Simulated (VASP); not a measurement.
# LaO2F2 (P4/mbm) in VASP: notebook

Runs on LaO2F2. Level: PBE. Tasks: single point, relaxation of cell and atoms.

Program: VASP 6.6.1. These are calculated values, not measurements. Logs are shortened: lines on timing, memory, paths and dates and some standing lists are left out, and cuts for length are marked.

## Step 1: The cell of the first run

Symmetry: P4/mbm, No. 127, tetragonal system. The conventional cell has a = 5.841 Å, b = 5.841 Å, c = 3.773 Å, α = 90.00°, β = 90.00°, γ = 90.00°. La (site symmetry 4/m) has 8 O at 2.50 to 3.41 Å and 8 F at 2.80 Å within 3.5 Å. Within 1.7 Å of O (site symmetry m2m) lie 1 O at 1.30 Å. F (site symmetry m2m) has 6 O at 2.47 to 2.75 Å and 4 La at 2.80 Å and 4 F at 2.93 Å within 3.3 Å.

The cell was generated, and may not be a known phase.

## Step 2: Single point, PBE

INCAR reads:

```
ALGO = Normal
EDIFF = 1E-6
ENCUT = 520
GGA = PE
ISIF = 2
ISMEAR = 0
LASPH = True
LCHARG = False
LREAL = False
LWAVE = False
NBANDS = 48
NELM = 100
PREC = Accurate
SIGMA = 0.1
```

KPOINTS reads:

```
k-points
0
Gamma
  6 6 10
```

POSCAR reads:

```
LaO2F2
1.0
    5.8411901909      0.0000000000      0.0000000000
    0.0000000000      5.8411901909      0.0000000000
    0.0000000000      0.0000000000      3.7729708510
La O F
2 4 4
Direct
    0.0000000000      0.0000000000      0.0000000000
    0.5000000000      0.5000000000      0.0000000000
    0.4211131457      0.9211131457      0.0000000000
    0.0788868543      0.4211131457      0.0000000000
    0.5788868543      0.0788868543      0.0000000000
    0.9211131457      0.5788868543      0.0000000000
    0.2286645501      0.7286645501      0.5000000000
    0.2713354499      0.2286645501      0.5000000000
    0.7713354499      0.2713354499      0.5000000000
    0.7286645501      0.7713354499      0.5000000000
```

Potentials or basis: VASP PAW PBE potentials, release 64 (La, O, F).

Command:

```
> cat potpaw_PBE.64/La/POTCAR potpaw_PBE.64/O/POTCAR potpaw_PBE.64/F/POTCAR > POTCAR
> mpirun -np 1 vasp_std > vasp.out
```

OUTCAR:

```text
EDIFF = 1E-6
   ENCUT = 520
   GGA = PE
   ISIF = 2
   ISMEAR = 0
   LASPH = True
   LREAL = False
   NELM = 100
   PREC = Accurate

 ion  position               nearest neighbor table
   1  0.000  0.000  0.000-   3 2.50   4 2.50   5 2.50   6 2.50
   2  0.500  0.500  0.000-   3 2.50   4 2.50   5 2.50   6 2.50
   3  0.421  0.921  0.000-   5 1.30   2 2.50   1 2.50
   4  0.079  0.421  0.000-   6 1.30   2 2.50   1 2.50
   5  0.579  0.079  0.000-   3 1.30   2 2.50   1 2.50
   6  0.921  0.579  0.000-   4 1.30   2 2.50   1 2.50
   7  0.229  0.729  0.500-
   8  0.271  0.229  0.500-
   9  0.771  0.271  0.500-
  10  0.729  0.771  0.500-

  LATTYP: Found a simple tetragonal cell.
 ALAT       =     5.8411901909
 C/A-ratio  =     0.6459250132

  Lattice vectors:

 A1 = (   5.8411901909,   0.0000000000,   0.0000000000)
 A2 = (   0.0000000000,   5.8411901909,   0.0000000000)
 A3 = (   0.0000000000,   0.0000000000,   3.7729708510)

Analysis of symmetry for initial positions (statically):
=====================================================================
 Subroutine PRICEL returns:
 Original cell was already a primitive cell.

 Routine SETGRP: Setting up the symmetry group for a
 simple tetragonal supercell.

 Subroutine GETGRP returns: Found 16 space group operations
 (whereof  8 operations were pure point group operations)
 out of a pool of 16 trial point group operations.

The static configuration has the point symmetry C_4h.
 The point group associated with its full space group is D_4h.

Analysis of symmetry for dynamics (positions and initial velocities):
=====================================================================
 Subroutine PRICEL returns:
 Original cell was already a primitive cell.

 Routine SETGRP: Setting up the symmetry group for a
 simple tetragonal supercell.

 Subroutine GETGRP returns: Found 16 space group operations
 (whereof  8 operations were pure point group operations)
 out of a pool of 16 trial point group operations.

The dynamic configuration has the point symmetry C_4h.
 The point group associated with its full space group is D_4h.

 Subroutine INISYM returns: Found 16 space group operations
 (whereof  8 operations are pure point group operations),
 and found     1 'primitive' translations

----------------------------------------------------------------------------------------

                                     Primitive cell

  volume of cell :     128.7319

  direct lattice vectors                    reciprocal lattice vectors
     5.841190191  0.000000000  0.000000000     0.171197987  0.000000000  0.000000000
     0.000000000  5.841190191  0.000000000     0.000000000  0.171197987  0.000000000
     0.000000000  0.000000000  3.772970851     0.000000000  0.000000000  0.265043129

  length of vectors
     5.841190191  5.841190191  3.772970851     0.171197987  0.171197987  0.265043129

  position of ions in fractional coordinates (direct lattice)
     0.000000000  0.000000000  0.000000000
     0.500000000  0.500000000  0.000000000
     0.421113146  0.921113146  0.000000000
     0.078886854  0.421113146  0.000000000
     0.578886854  0.078886854  0.000000000
     0.921113146  0.578886854  0.000000000
     0.228664550  0.728664550  0.500000000
     0.271335450  0.228664550  0.500000000
     0.771335450  0.271335450  0.500000000
     0.728664550  0.771335450  0.500000000

  ion indices of the primitive-cell ions
   primitive index   ion index
                 1           1
                 2           2
                 3           3
                 4           4
                 5           5
                 6           6
                 7           7
                 8           8
                 9           9
                10          10

----------------------------------------------------------------------------------------

 KPOINTS: k-points

Automatic generation of k-mesh.
 Grid dimensions read from file:
 generate k-points for:    6    6   10

 Generating k-lattice:

  Cartesian coordinates                     Fractional coordinates (reciprocal lattice)
     0.028532998  0.000000000  0.000000000     0.166666667  0.000000000  0.000000000
     0.000000000  0.028532998  0.000000000     0.000000000  0.166666667  0.000000000
     0.000000000  0.000000000  0.026504313     0.000000000  0.000000000  0.100000000

  Length of vectors
     0.028532998  0.028532998  0.026504313

  Shift w.r.t. Gamma in fractional coordinates (k-lattice)
     0.000000000  0.000000000  0.000000000

 Subroutine IBZKPT returns following result:
 ===========================================

 Found     60 irreducible k-points:

 Following reciprocal coordinates:
            Coordinates               Weight
  0.000000  0.000000  0.000000      1.000000
  0.166667  0.000000  0.000000      4.000000
  0.333333  0.000000  0.000000      4.000000
  0.500000  0.000000  0.000000      2.000000
  0.166667  0.166667  0.000000      4.000000
  0.333333  0.166667  0.000000      8.000000
[... 16 lines left out ...]
  0.333333  0.000000  0.200000      8.000000
  0.500000  0.000000  0.200000      4.000000
 [... further k-points ...]
   k-points           NKPTS =     60   k-points in BZ     NKDIM =     60   number of bands    NBANDS=     48
   number of dos      NEDOS =    301   number of ions     NIONS =     10
   total plane-waves  NPLWV =  64512
   dimension x,y,z NGX =    48 NGY =   48 NGZ =   28
   dimension x,y,z NGXF=    96 NGYF=   96 NGZF=   56
   ions per type =               2   4   4
   NGX,Y,Z   is equivalent  to a cutoff of  13.66, 13.66, 12.34 a.u.
   NGXF,Y,Z  is equivalent  to a cutoff of  27.32, 27.32, 24.67 a.u.
 SYSTEM =  unknown system
   PREC   = accura    normal or accurate (medium, high low for compatibility)
   ISTART =      0    job   : 0-new  1-cont  2-samecut
   ICHARG =      2    charge: 1-file 2-atom 10-const
   ISPIN  =      1    spin polarized calculation?
   LNONCOLLINEAR =      F non collinear calculations
   LSORBIT =      F    spin-orbit coupling
   LASPH  =      T    aspherical Exc in radial PAW
   ENCUT  =  520.0 eV  38.22 Ry    6.18 a.u.  10.86 10.86  7.02*2*pi/ulx,y,z
   NELM   =    100;   NELMIN=  2; NELMDL= -5     # of ELM steps
   EDIFF  = 0.1E-05   stopping-criterion for ELM
   LREAL  =      F    real-space projection
   EDIFFG = 0.1E-04   stopping-criterion for IOM
   NSW    =      0    number of steps for IOM
   IBRION =     -1    ionic relax: 0-MD 1-quasi-New 2-CG
   NFREE  =      0    steps in history (QN), initial steepest desc. (CG)
   ISIF   =      2    stress and relaxation
   ISYM   =      2    0-nonsym 1-usesym 2-fastsym
   POTIM  = 0.5000    time-step for ionic-motion
   TEBEG  =    0.0;   TEEND  =   0.0 temperature during run
   PSTRESS=    0.0 pullay stress
   NELECT =      74.0000    total number of electrons
   NUPDOWN=      -1.0000    fix difference up-down
   EMIN   =  10.00;   EMAX   =-10.00  energy-range for DOS
   EFERMI =   0.00;   METHOD = LEGACY
   ISMEAR =     0;   SIGMA  =   0.10  broadening in eV -4-tet -1-fermi 0-gaus
   EFERMI_NEDOS =   21; number of points for ismear=-14 and -15
   IALGO  =     38    algorithm
   IMIX   =      4    mixing-type and parameters
     AMIX     =   0.40;   BMIX     =  1.00
     AMIX_MAG =   1.60;   BMIX_MAG =  1.00
  volume/ion in A,a.u.               =      12.87        86.87
  Fermi-wavevector in a.u.,A,eV,Ry     =   1.361204  2.572303 25.209929  1.852878
  Thomas-Fermi vector in A             =   2.487801
   LORBIT       =      0    0 simple, 1 ext, 2 COOP (PROOUT), +10 PAW based schemes
   GGA     = PE    functional components
   LHFCALC =     F    Hartree Fock is set to
   AEXX    =    0.0000 exact exchange contribution
   IVDW    =     0    specifies the selected vdW correction
   LEPSILON=     F    determine dielectric tensor
   LRPA    =     F    only Hartree local field effects (RPA)
 non-spin polarized calculation
 Gauss-broadening in eV      SIGMA  =   0.10
  energy-cutoff  :      520.00
  volume of cell :      128.73
 maximum number of plane-waves:      3520
 NGX is ok and might be reduce to    48
   NGX = 21   NGY = 21   NGZ = 15

 number of electron      73.9999921 magnetization

 Free energy of the ion-electron system (eV)
  ---------------------------------------------------
  ext. energy  EPLUGINS =         0.00000000
  ---------------------------------------------------
  free energy    TOTEN  =       -59.94659623 eV

  energy without entropy =      -59.83863284  energy(sigma->0) =      -59.89261454

 E-fermi :   4.9001     XC(G=0): -10.4254

 val. band max:        4.8996531669   @ k =   0.0000   0.0000   0.2000
 cond. band min:       4.9002580974   @ k =   0.3333   0.3333   0.0000
 fundamental gap:      0.0006049304
 Fermi energy:         4.9000522055

 k-point     1 :       0.0000    0.0000    0.0000
  band No.  band energies     occupation
      1     -26.9875      2.00000
      2     -26.8996      2.00000
      3     -19.3273      2.00000
      4     -19.3244      2.00000
      5     -16.9325      2.00000
      6     -16.9325      2.00000
[... 40 lines left out ...]
     47       8.0436      0.00000
     48       8.0510      0.00000

 k-point     2 :       0.1667    0.0000    0.0000
  band No.  band energies     occupation
      1     -26.9809      2.00000
      2     -26.9048      2.00000
      3     -19.3420      2.00000
      4     -19.3408      2.00000
      5     -16.9171      2.00000
      6     -16.9146      2.00000
[... 40 lines left out ...]
     47       8.0541      0.00000
     48       8.0715      0.00000

 k-point     3 :       0.3333    0.0000    0.0000
  band No.  band energies     occupation
      1     -26.9633      2.00000
      2     -26.9193      2.00000
      3     -19.3723      2.00000
      4     -19.3715      2.00000
      5     -16.8842      2.00000
      6     -16.8655      2.00000
[... 1060 lines left out ...]
     47       8.0478      0.00000
     48       8.0821      0.00000

 k-point    24 :       0.5000    0.0000    0.2000
  band No.  band energies     occupation
      1     -26.9178      2.00000
      2     -26.9178      2.00000
      3     -19.3684      2.00000
      4     -19.3684      2.00000
      5     -16.8931      2.00000
      6     -16.8931      2.00000
[... 40 lines left out ...]
     47       8.0682      0.00000
     48       8.0763      0.00000

 [... further k-points ...]

------------------------ aborting loop because EDIFF is reached ----------------------------------------

  FORCE on cell =-STRESS in cart. coord.  units (eV):
  Direction    XX          YY          ZZ          XY          YZ          ZX
  --------------------------------------------------------------------------------------
  -------------------------------------------------------------------------------------
  Total        0.2094707      0.2094707     -0.2802246      0.0000000     -0.0000000     -0.0000000
  in kB        2.6070404      2.6070404     -3.4876323      0.0000000     -0.0000000     -0.0000000
  external PRESSURE =       0.5754829 kB  Pullay stress =       0.0000000 kB

 VOLUME and BASIS-vectors are now :
 -----------------------------------------------------------------------------
  energy-cutoff  :      520.00
  volume of cell :      128.73
      direct lattice vectors                 reciprocal lattice vectors
     5.841190191  0.000000000  0.000000000     0.171197987  0.000000000  0.000000000
     0.000000000  5.841190191  0.000000000     0.000000000  0.171197987  0.000000000
     0.000000000  0.000000000  3.772970851     0.000000000  0.000000000  0.265043129

 POSITION                                       TOTAL-FORCE (eV/Angst)
 -----------------------------------------------------------------------------------
      0.00000      0.00000      0.00000         0.000000     -0.000000     -0.000000
      2.92060      2.92060      0.00000         0.000000     -0.000000     -0.000000
      2.45980      5.38040      0.00000        -0.367375     -0.367375     -0.000000
      0.46079      2.45980      0.00000         0.367375     -0.367375      0.000000
      3.38139      0.46079      0.00000         0.367375      0.367375     -0.000000
      5.38040      3.38139      0.00000        -0.367375      0.367375     -0.000000
      1.33567      4.25627      1.88649        -0.000715     -0.000715     -0.000000
      1.58492      1.33567      1.88649         0.000715     -0.000715     -0.000000
      4.50552      1.58492      1.88649         0.000715      0.000715      0.000000
      4.25627      4.50552      1.88649        -0.000715      0.000715      0.000000
 -----------------------------------------------------------------------------------
    total drift:                               -0.000000      0.000000      0.000000

  FREE ENERGIE OF THE ION-ELECTRON SYSTEM (eV)
  ---------------------------------------------------
  free  energy   TOTEN  =       -59.9465962279 eV

  energy  without entropy=      -59.8386328441  energy(sigma->0) =      -59.89261454
```

It took 3.9 min on 1 thread of Intel Xeon 6975P-C (Granite Rapids), shared host; peak memory 0.44 GiB.

Results:

| Item | Value |
| --- | --- |
| Free energy | -59.9466 eV |
| Pressure | 0.1 GPa |
| Largest force | 0.520 eV/Å |
| Band gap on the k mesh | zero (bands 37 and 38 overlap by 0.15 eV) |

Forces in eV/Å, atoms in the order of the input:
```
La   0.000  0.000  0.000
La   0.000  0.000  0.000
O   -0.367 -0.367  0.000
O    0.367 -0.367  0.000
O    0.367  0.367  0.000
O   -0.367  0.367  0.000
F   -0.001 -0.001  0.000
F    0.001 -0.001  0.000
F    0.001  0.001  0.000
F   -0.001  0.001  0.000
```

Stress tensor (GPa, compression positive):
```
 0.26  0.00  0.00
 0.00  0.26  0.00
 0.00  0.00 -0.35
```

Levels at points of the mesh, in eV from the Fermi level:
```csv
k point,band 34,band 35,band 36,band 37,band 38,band 39,band 40,band 41
"(0.00, 0.00, 0.00)",-2.10,-1.96,-1.19,-0.03,-0.03,2.34,2.80,2.80
"(0.50, 0.00, 0.00)",-2.24,-0.97,-0.97,0.02,0.02,2.77,2.77,3.00
"(0.50, 0.50, 0.00)",-2.55,-0.35,-0.35,0.01,0.01,2.91,2.91,3.12
"(0.00, 0.00, 0.50)",-2.13,-1.90,-1.17,-0.11,-0.11,2.84,2.87,2.96
"(0.50, 0.00, 0.50)",-2.41,-0.90,-0.90,0.02,0.02,2.87,2.87,3.03
"(0.50, 0.50, 0.50)",-2.33,-0.33,-0.33,0.05,0.05,2.88,2.88,3.01
```

Caveat: spin-orbit coupling is left out, which moves the levels of the heavy elements.

## Step 3: Relaxation of cell and atoms, PBE

This run uses another cell than the first one, of 15.94 Å³/atom.

INCAR reads:

```
PREC = Accurate ; ENCUT = 600
EDIFF = 1E-6 ; ISMEAR = 0
SIGMA = 0.1 ; LREAL = F
LASPH = T ; NELM = 60
ALGO = Normal ; ISIF = 3
LWAVE = F ; LCHARG = F
GGA = PE ; IBRION = 2
NSW = 90 ; EDIFFG = -0.04
```

KPOINTS reads:

```
regular mesh
0
Gamma
  4 4 6
```

POSCAR reads:

```
LaO2F2
1.0
    6.6283617200      0.0000000000      0.0000000000
    0.0000000000      6.6283617200      0.0000000000
    0.0000000000      0.0000000000      3.6269529600
La O F
2 4 4
Direct
    0.0000000000      0.0000000000      0.0000000000
    0.5000000000      0.5000000000      0.0000000000
    0.3747800000      0.8747800000      0.0000000000
    0.1252200000      0.3747800000      0.0000000000
    0.6252200000      0.1252200000      0.0000000000
    0.8747800000      0.6252200000      0.0000000000
    0.1731400000      0.6731400000      0.5000000000
    0.3268600000      0.1731400000      0.5000000000
    0.8268600000      0.3268600000      0.5000000000
    0.6731400000      0.8268600000      0.5000000000
```

Potentials or basis: VASP PAW PBE potentials, release 64 (La, O, F).

Command:

```
> cat potpaw_PBE.64/La/POTCAR potpaw_PBE.64/O/POTCAR potpaw_PBE.64/F/POTCAR > POTCAR
> mpirun -np 1 vasp_std > vasp.out
```

Run time: 56 min. Hardware: 1 thread of Intel Xeon 6975P-C (Granite Rapids), shared host; peak memory 0.4 GiB.

Results (log left out):

| Property | Result |
| --- | --- |
| Free energy | -60.0573 eV |
| Relaxed volume | 12.80 Å³/atom |
| Relaxed cell | a = 5.832 Å, b = 5.832 Å, c = 3.764 Å, α = 90.00°, β = 90.00°, γ = 90.00° |
| Space group after relaxing (to 0.1 Å) | P4/mbm (No. 127) |
| Pressure after relaxing | 0.0 GPa |
| Largest force after relaxing | 0.040 eV/Å |
| Band gap on the k mesh | zero (bands 37 and 38 overlap by 0.15 eV) |

Forces on the atoms (eV/Å):
```
La   0.000  0.000  0.000
La   0.000  0.000  0.000
O    0.022  0.022  0.000
O   -0.022  0.022  0.000
O   -0.022 -0.022  0.000
O    0.022 -0.022  0.000
F    0.028  0.028  0.000
F   -0.028  0.028  0.000
F   -0.028 -0.028  0.000
F    0.028 -0.028  0.000
```

Stress tensor (GPa, compression positive):
```
-0.01  0.00  0.00
 0.00 -0.01  0.00
 0.00  0.00 -0.09
```

Final structure:
```
La O F
1.0
     5.83233    0.00000    0.00000
     0.00000    5.83233    0.00000
     0.00000    0.00000    3.76387
La O F
2 4 4
Direct
  0.00000 0.00000 0.00000
  0.50000 0.50000 0.00000
  0.42035 0.92035 0.00000
  0.07965 0.42035 0.00000
  0.57965 0.07965 0.00000
  0.92035 0.57965 0.00000
  0.22715 0.72715 0.50000
  0.27285 0.22715 0.50000
  0.77285 0.27285 0.50000
  0.72715 0.77285 0.50000
```

Levels at points of the mesh, in eV from the Fermi level:
| k point | band 33 | band 34 | band 35 | band 36 | band 37 | band 38 | band 39 | band 40 | band 41 | band 42 |
| --- | --- | --- | --- | --- | --- | --- | --- | --- | --- | --- |
| (0.00, 0.00, 0.00) | -2.27 | -2.07 | -1.97 | -1.20 | -0.03 | -0.03 | 2.40 | 2.87 | 2.87 | 3.19 |
| (0.50, 0.00, 0.00) | -2.20 | -2.20 | -0.97 | -0.97 | 0.01 | 0.01 | 2.84 | 2.84 | 3.08 | 3.08 |
| (0.50, 0.50, 0.00) | -2.50 | -2.50 | -0.34 | -0.34 | 0.01 | 0.01 | 2.99 | 2.99 | 3.21 | 3.21 |
| (0.00, 0.00, 0.50) | -2.36 | -2.09 | -1.92 | -1.18 | -0.10 | -0.10 | 2.92 | 2.94 | 3.03 | 3.03 |
| (0.50, 0.00, 0.50) | -2.37 | -2.37 | -0.90 | -0.90 | 0.03 | 0.03 | 2.94 | 2.94 | 3.11 | 3.11 |
| (0.50, 0.50, 0.50) | -2.27 | -2.27 | -0.32 | -0.32 | 0.05 | 0.05 | 2.96 | 2.96 | 3.09 | 3.09 |

Caveat: the volume moved by over 15 % at a fixed basis, so the end points are rough; spin-orbit coupling is left out, which moves the levels of the heavy elements.
